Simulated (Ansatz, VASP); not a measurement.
## Ru: VASP beside Ansatz

INCAR

```
SYSTEM = Ru
ALGO = Normal
EDIFF = 1E-6
ENCUT = 560
GGA_COMPAT = .False.
ISIF = 2
ISMEAR = 0
LASPH = .True.
LCHARG = .False.
LREAL = .False.
LWAVE = .False.
NBANDS = 14
NELM = 120
PREC = Accurate
SIGMA = 0.15
```

File KPOINTS:

```
k-points
0
Gamma
  22 22 22
  0 0 0
```

POSCAR

```
Ru
1.0
    0.0000000000      1.8575500000      1.8575500000
    1.8575500000      0.0000000000      1.8575500000
    1.8575500000      1.8575500000      0.0000000000
Ru
1
Direct
    0.0000000000      0.0000000000      0.0000000000
```

Input for Ansatz:

```yaml
crystal:
  lattice:
    - [0.0, 1.85755, 1.85755]
    - [1.85755, 0.0, 1.85755]
    - [1.85755, 1.85755, 0.0]
  atoms:
    - { symbol: Ru, position: [0.0, 0.0, 0.0] }
basis:
  ecutwfc: 420
kpoints:
  mp_grid: { grid: [22, 22, 22] }
hamiltonian:
  xc: lda
scf:
  occupations: { method: gaussian, width: 0.15 }
output:
  forces: true
  stress: true
  eigenvalues: true
```

Change from the starting cell: strain -0.030 along x and y, -0.030 along z, atoms carried along.

Alike in both runs: task single point; functional LDA; k mesh 22 × 22 × 22; occupations gaussian, width 0.15 eV; no spin polarisation.

|  | VASP | Ansatz |
| --- | --- | --- |
| version | VASP 6.6.1 | Ansatz 0.2.0 |
| potentials or method | VASP PAW LDA potentials, release 64 (Ru_sv), cutoff 560 eV | scalar-relativistic, plane waves, PAW |
| valence electrons in the cell | 16 | 16 |

VASP gave:

| Property | Result |
| --- | --- |
| gap on the k mesh at the Fermi level (eV) | none |
| pressure (GPa) | 10.1 |

**Question.** Which values does Ansatz return?

**Answer.** gap on the k mesh at the Fermi level (eV): none; pressure (GPa): 9.6.

LDA's correlation is that of Perdew and Zunger in VASP and of Perdew and Wang (1992) in Ansatz. A gap of «none» marks a metal or a gap that the smearing closes.
